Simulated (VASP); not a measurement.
# BP2 (I4_1/amd) in VASP: notebook

BP2 is run at these levels: PBE; tasks: single point, relaxation of cell and atoms.

Everything below comes from runs of VASP 6.6.1. Logs are shortened: lines on timing, memory, paths and dates and some standing lists are left out, and cuts for length are marked.

## (1) The cell of the first run

It takes space group I4_1/amd (No. 141, tetragonal). The conventional cell has a = 5.038 Å, b = 5.038 Å, c = 3.488 Å, α = 90.00°, β = 90.00°, γ = 90.00°. B (site symmetry -4m2) has 4 P at 1.82 Å within 2.4 Å. Within 2.4 Å of P (site symmetry 2/m) lie 2 B at 1.82 Å and 4 P at 1.98 Å.

## (2) Single point, PBE

File INCAR:

```
SYSTEM = BP2
PREC     = Accurate       ! precision mode
ENCUT    = 520            ! plane-wave cutoff, eV
EDIFF    = 1E-7           ! SCF threshold, eV
ISMEAR   = 0              ! smearing method
SIGMA    = 0.1            ! smearing width, eV
LREAL    = .FALSE.        ! projectors in reciprocal space
LASPH    = .TRUE.         ! aspherical terms in the spheres
NELM     = 100            ! most SCF steps
ALGO     = Normal         ! electronic algorithm
ISIF     = 2              ! what is computed and relaxed
LWAVE    = .FALSE.        ! write WAVECAR
LCHARG   = .FALSE.        ! write CHGCAR
GGA      = PE             ! functional
NBANDS   = 22             ! bands
```

File KPOINTS:

```
regular mesh
0
G
  6 6 6
  0 0 0
```

File POSCAR:

```
BP2
1.0
   -2.5188595200      2.5188595200      1.7441603200
    2.5188595200     -2.5188595200      1.7441603200
    2.5188595200      2.5188595200     -1.7441603200
B P
2 4
Direct
    0.0000000000      0.0000000000      0.0000000000
    0.7500000000      0.2500000000      0.5000000000
    0.3750000000      0.6250000000      0.7500000000
    0.3750000000      0.1250000000      0.7500000000
    0.3750000000      0.6250000000      0.2500000000
    0.8750000000      0.6250000000      0.2500000000
```

Potentials or basis: VASP PAW PBE potentials, release 64 (B, P).

Launch:

```
cat potpaw_PBE.64/B/POTCAR potpaw_PBE.64/P/POTCAR > POTCAR
mpirun -np 1 vasp_std > vasp.out
```

OUTCAR:

```text
SYSTEM = BP2
   PREC = Accurate
   ENCUT = 520
   EDIFF = 1E-7
   ISMEAR = 0
   LREAL = .FALSE.
   LASPH = .TRUE.
   NELM = 100
   ISIF = 2
   GGA = PE

 ion  position               nearest neighbor table
   1  0.000  0.000  0.000-   5 1.82   3 1.82   6 1.82   4 1.82   3 2.52   5 2.52   6 2.52   4 2.52

   2  0.750  0.250  0.500-   3 1.82   5 1.82   6 1.82   4 1.82   3 2.52   5 2.52   4 2.52   6 2.52

   3  0.375  0.625  0.750-   1 1.82   2 1.82   5 1.98   5 1.98   4 1.98   4 1.98   2 2.52   1 2.52
                             6 2.52   6 2.52
   4  0.375  0.125  0.750-   1 1.82   2 1.82   3 1.98   6 1.98   3 1.98   6 1.98   2 2.52   1 2.52
                             5 2.52   5 2.52
   5  0.375  0.625  0.250-   2 1.82   1 1.82   6 1.98   3 1.98   3 1.98   6 1.98   2 2.52   1 2.52
                             4 2.52   4 2.52
   6  0.875  0.625  0.250-   1 1.82   2 1.82   4 1.98   5 1.98   5 1.98   4 1.98   1 2.52   2 2.52
                             3 2.52   3 2.52

  LATTYP: Found a body centered tetragonal cell.
 ALAT       =     5.0377190400
 C/A-ratio  =     0.6924404899

  Lattice vectors:

 A1 = (  -2.5188595200,   2.5188595200,   1.7441603200)
 A2 = (   2.5188595200,  -2.5188595200,   1.7441603200)
 A3 = (   2.5188595200,   2.5188595200,  -1.7441603200)

Analysis of symmetry for initial positions (statically):
=====================================================================
 Subroutine PRICEL returns:
 Original cell was already a primitive cell.

 Routine SETGRP: Setting up the symmetry group for a
 body centered tetragonal supercell.

 Subroutine GETGRP returns: Found 16 space group operations
 (whereof  8 operations were pure point group operations)
 out of a pool of 16 trial point group operations.

The static configuration has the point symmetry D_2d.
 The point group associated with its full space group is D_4h.

Analysis of symmetry for dynamics (positions and initial velocities):
=====================================================================
 Subroutine PRICEL returns:
 Original cell was already a primitive cell.

 Routine SETGRP: Setting up the symmetry group for a
 body centered tetragonal supercell.

 Subroutine GETGRP returns: Found 16 space group operations
 (whereof  8 operations were pure point group operations)
 out of a pool of 16 trial point group operations.

The dynamic configuration has the point symmetry D_2d.
 The point group associated with its full space group is D_4h.

 Subroutine INISYM returns: Found 16 space group operations
 (whereof  8 operations are pure point group operations),
[... 108 lines left out ...]
   IBRION =     -1    ionic relax: 0-MD 1-quasi-New 2-CG
   NFREE  =      0    steps in history (QN), initial steepest desc. (CG)
   ISIF   =      2    stress and relaxation
   ISYM   =      2    0-nonsym 1-usesym 2-fastsym
   POTIM  = 0.5000    time-step for ionic-motion
   TEBEG  =    0.0;   TEEND  =   0.0 temperature during run
   PSTRESS=    0.0 pullay stress
   NELECT =      26.0000    total number of electrons
   NUPDOWN=      -1.0000    fix difference up-down
   EMIN   =  10.00;   EMAX   =-10.00  energy-range for DOS
   EFERMI =   0.00;   METHOD = LEGACY
   ISMEAR =     0;   SIGMA  =   0.10  broadening in eV -4-tet -1-fermi 0-gaus
   EFERMI_NEDOS =   21; number of points for ismear=-14 and -15
   IALGO  =     38    algorithm
   IMIX   =      4    mixing-type and parameters
     AMIX     =   0.40;   BMIX     =  1.00
     AMIX_MAG =   1.60;   BMIX_MAG =  1.00
  volume/ion in A,a.u.               =       7.38        49.79
  Fermi-wavevector in a.u.,A,eV,Ry     =   1.371033  2.590876 25.575293  1.879731
  Thomas-Fermi vector in A             =   2.496766
   LORBIT       =      0    0 simple, 1 ext, 2 COOP (PROOUT), +10 PAW based schemes
   GGA     = PE    functional components
   LHFCALC =     F    Hartree Fock is set to
   AEXX    =    0.0000 exact exchange contribution
   IVDW    =     0    specifies the selected vdW correction
   LEPSILON=     F    determine dielectric tensor
   LRPA    =     F    only Hartree local field effects (RPA)
 non-spin polarized calculation
 Gauss-broadening in eV      SIGMA  =   0.10
  energy-cutoff  :      520.00
  volume of cell :       44.26
 maximum number of plane-waves:      1221
 NGX is ok and might be reduce to    30
   NGX = 15   NGY = 15   NGZ = 15

 number of electron      25.9999999 magnetization

 Free energy of the ion-electron system (eV)
  ---------------------------------------------------
  ext. energy  EPLUGINS =         0.00000000
  ---------------------------------------------------
  free energy    TOTEN  =       -20.06019261 eV

  energy without entropy =      -20.04744514  energy(sigma->0) =      -20.05381888

 E-fermi :  16.4300     XC(G=0): -13.6530

 val. band max:       16.4119834796   @ k =   0.3333   0.3333   0.0000
 cond. band min:      16.4377044730   @ k =  -0.3333   0.3333   0.1667
 fundamental gap:      0.0257209934
 Fermi energy:        16.4299891203

 k-point     1 :       0.0000    0.0000    0.0000
  band No.  band energies     occupation
      1      -5.7792      2.00000
      2       2.7797      2.00000
      3       4.8113      2.00000
      4       4.8113      2.00000
      5       6.2334      2.00000
      6       7.8032      2.00000
[... 589 lines left out ...]
     21      26.1895      0.00000
     22      26.5142      0.00000

 [... further k-points ...]

------------------------ aborting loop because EDIFF is reached ----------------------------------------

  FORCE on cell =-STRESS in cart. coord.  units (eV):
  Direction    XX          YY          ZZ          XY          YZ          ZX
  --------------------------------------------------------------------------------------
  -------------------------------------------------------------------------------------
  Total       59.3040223     59.3040223     45.2279920      0.0000000      0.0000000      0.0000000
  in kB     2146.5472133   2146.5472133   1637.0562490      0.0000000      0.0000000      0.0000000
  external PRESSURE =    1976.7168919 kB  Pullay stress =       0.0000000 kB

 VOLUME and BASIS-vectors are now :
 -----------------------------------------------------------------------------
  energy-cutoff  :      520.00
  volume of cell :       44.26
      direct lattice vectors                 reciprocal lattice vectors
    -2.518859520  2.518859520  1.744160320     0.000000000  0.198502535  0.286670895
     2.518859520 -2.518859520  1.744160320     0.198502535  0.000000000  0.286670895
     2.518859520  2.518859520 -1.744160320     0.198502535  0.198502535  0.000000000

 POSITION                                       TOTAL-FORCE (eV/Angst)
 -----------------------------------------------------------------------------------
      0.00000      0.00000      0.00000        -0.000000      0.000000     -0.000000
     -0.00000      2.51886      0.87208         0.000000     -0.000000     -0.000000
      2.51886      1.25943      0.43604         0.000000      0.000000      0.000000
      1.25943      2.51886     -0.43604         0.000000      0.000000      0.000000
      1.25943      0.00000      1.30812         0.000000      0.000000      0.000000
     -0.00000      1.25943      2.18020         0.000000      0.000000      0.000000
 -----------------------------------------------------------------------------------
    total drift:                               -0.000000      0.000000      0.000000

  FREE ENERGIE OF THE ION-ELECTRON SYSTEM (eV)
  ---------------------------------------------------
  free  energy   TOTEN  =       -20.0601926089 eV

  energy  without entropy=      -20.0474451433  energy(sigma->0) =      -20.05381888
```

It took 22 s on 1 thread of Intel Xeon Platinum 8488C (Sapphire Rapids), shared host; peak memory 0.16 GiB.

Results:

| Property | Result |
| --- | --- |
| Free energy | -20.0602 eV |
| Pressure | 197.7 GPa |
| Band gap on the k mesh | zero (band 13 reaches 18.01 eV, above the bottom of band 14 at 13.59 eV) |

Caveat: the k points lie up to 0.37 Å⁻¹ apart.

## (3) Single point, PBE

This run uses another cell than the first one, of 12.14 Å³/atom, 1.646 times its volume.

File INCAR:

```
PREC     = Accurate       # precision mode
ENCUT    = 520            # plane-wave cutoff, eV
EDIFF    = 1E-6           # SCF threshold, eV
ISMEAR   = 0              # smearing method
SIGMA    = 0.1            # smearing width, eV
LREAL    = False          # projectors in reciprocal space
LASPH    = True           # aspherical terms in the spheres
NELM     = 100            # most SCF steps
ALGO     = Normal         # electronic algorithm
ISIF     = 2              # what is computed and relaxed
LWAVE    = False          # write WAVECAR
LCHARG   = True           # write CHGCAR
GGA      = PE             # functional
LELF     = True           # ELF
LVHAR    = True         
NBANDS   = 22             # bands
```

File KPOINTS:

```
Automatic mesh
0
Gamma
  6 6 6
```

POSCAR, as its differences from that of step 2:

```diff
@@ -2,5 +2,5 @@
 1.0
-   -2.5188595200      2.5188595200      1.7441603200
-    2.5188595200     -2.5188595200      1.7441603200
-    2.5188595200      2.5188595200     -1.7441603200
+   -3.0815455428      3.0815455428      1.9180478657
+    3.0815455428     -3.0815455428      1.9180478657
+    3.0815455428      3.0815455428     -1.9180478657
 B P
```

Potentials or basis: VASP PAW PBE potentials, release 64 (B, P).

Launch:

```
cat potpaw_PBE.64/B/POTCAR potpaw_PBE.64/P/POTCAR > POTCAR
mpirun -np 1 vasp_std > vasp.out
```

Wall time 34 s (1 thread of Intel Xeon Platinum 8488C (Sapphire Rapids), shared host); peak memory 0.2 GiB.

It converged, with:

```
Free energy            : -31.9331 eV
Pressure               : -0.3 GPa
Band gap on the k mesh : zero (band 13 reaches 9.97 eV, above the bottom of band 14 at 8.03 eV)
```

Stress tensor (GPa, compression positive):
```
-0.22  0.00  0.00
 0.00 -0.22  0.00
 0.00  0.00 -0.37
```

Levels at points of the mesh, in eV from the Fermi level:
```
           k point  band 11  band 12  band 13  band 14  band 15  band 16
(0.00, 0.00, 0.00)    -3.15    -3.15    -2.80    -0.39    -0.39     0.49
(0.50, 0.00, 0.00)    -2.37    -1.38    -1.20     0.77     1.69     2.31
(0.50, 0.50, 0.00)    -1.23    -1.23     0.14     0.14     0.95     0.95
(0.50, 0.50, 0.50)    -1.23    -1.23    -1.06    -1.06     1.47     1.47
```

## (4) Relaxation of cell and atoms, PBE

File INCAR:

```
SYSTEM = BP2
  PREC = Accurate
  ENCUT = 600
  EDIFF = 1E-6
  ISMEAR = 0
  SIGMA = 0.1
  LREAL = .FALSE.
  LASPH = .TRUE.
  NELM = 100
  ALGO = Normal
  ISIF = 3
  LWAVE = .FALSE.
  LCHARG = .FALSE.
  GGA = PE
  IBRION = 2
  NSW = 90
  EDIFFG = -0.04
```

File KPOINTS:

```
Automatic mesh
0
G
  6 6 6
  0 0 0
```

POSCAR, as its differences from that of step 3:

```diff
@@ -2,5 +2,5 @@
 1.0
-   -3.0815455428      3.0815455428      1.9180478657
-    3.0815455428     -3.0815455428      1.9180478657
-    3.0815455428      3.0815455428     -1.9180478657
+   -2.5188595200      2.5188595200      1.7441603200
+    2.5188595200     -2.5188595200      1.7441603200
+    2.5188595200      2.5188595200     -1.7441603200
 B P
```

Launch:

```
cat potpaw_PBE.64/B/POTCAR potpaw_PBE.64/P/POTCAR > POTCAR
mpirun -np 1 vasp_std > vasp.out
```

Run time: 1.9 min. Hardware: 1 thread of Intel Xeon Platinum 8488C (Sapphire Rapids), shared host; peak memory 0.18 GiB.

Results (log left out):

| Item | Value |
| --- | --- |
| Free energy | -31.9247 eV |
| Relaxed volume | 12.09 Å³/atom |
| Relaxed cell | a = 4.756 Å, b = 4.756 Å, c = 4.756 Å, α = 99.31°, β = 99.31°, γ = 132.57° |
| Space group after relaxing (to 0.05 Å) | I4_1/amd (No. 141) |
| Energy gained by relaxing | 1976.4 meV/atom |
| Ionic steps | 11 |
| Pressure after relaxing | 0.4 GPa |
| Band gap on the k mesh | zero (band 13 reaches 10.04 eV, above the bottom of band 14 at 8.08 eV) |

Stress tensor (GPa, compression positive):
```
0.33 0.00 0.00
0.00 0.33 0.00
0.00 0.00 0.41
```

The path:
```
step  energy change (eV)  largest force (eV/Å)  pressure (GPa)  volume (Å³)
   1              0.0000                0.0000          197.68        44.26
   2             -5.2561                0.0000          -20.83       131.66
   3            -11.7068                0.0000           -5.74        76.21
   4            -11.7472                0.0000           -3.20        74.61
   5            -11.7601                0.0000           -0.51        73.10
   6            -11.7574                0.0000           -1.75        73.78
   7            -11.8380                0.0000           -1.38        73.47
   8            -11.8564                0.0000           -0.91        73.22
   9            -11.8575                0.0000           -0.76        73.15
  10            -11.8577                0.0000           -0.71        73.12
  11            -11.8584                0.0000            0.36        72.53
```

Final structure:
```
B P
1.0
    -3.07896    3.07896    1.91278
     3.07896   -3.07896    1.91278
     3.07896    3.07896   -1.91278
B P
2 4
Direct
  0.00000 0.00000 0.00000
  0.75000 0.25000 0.50000
  0.37500 0.62500 0.75000
  0.37500 0.12500 0.75000
  0.37500 0.62500 0.25000
  0.87500 0.62500 0.25000
```

Levels at points of the mesh, in eV from the Fermi level:
```csv
k point,band 9,band 10,band 11,band 12,band 13,band 14,band 15,band 16,band 17
"(0.00, 0.00, 0.00)",-4.53,-4.49,-3.16,-3.16,-2.78,-0.39,-0.39,0.47,1.66
"(0.50, 0.00, 0.00)",-3.76,-3.16,-2.39,-1.39,-1.21,0.78,1.69,2.29,3.90
"(0.50, 0.50, 0.00)",-4.98,-4.98,-1.25,-1.25,0.15,0.15,0.96,0.96,3.37
"(0.50, 0.50, 0.50)",-1.80,-1.80,-1.24,-1.24,-1.07,-1.07,1.47,1.47,1.82
```

Caveat: the k points lie up to 0.32 Å⁻¹ apart in the final cell; the volume moved by over 15 % at a fixed basis, so the end points are rough.

## (5) Summary

| task | cell | cutoff (eV) | gap on the mesh (eV) | pressure (GPa) |
| --- | --- | --- | --- | --- |
| single point | a = 3.966 Å, angles 101.1, 101.1, 127.8°, 6 atoms | 520 | none | 197.7 |
| single point | a = 4.761 Å, angles 99.3, 99.3, 132.5°, 6 atoms | 520 | none | -0.3 |
| relaxation of cell and atoms | relaxed from a = 3.966 Å, angles 101.1, 101.1, 127.8°, 6 atoms | 600 | none | 0.4 |

Alike in all rows: level PBE; potentials or basis VASP PAW PBE potentials, release 64 (B, P); no spin polarisation; k mesh 6 × 6 × 6; smearing gaussian 0.1 eV.

Caveats: some runs use coarse meshes; the volume moved by over 15 % at a fixed basis, so the end points are rough (some runs).

Total energies depend on the potentials used, so only differences within one code and one set of settings carry meaning.
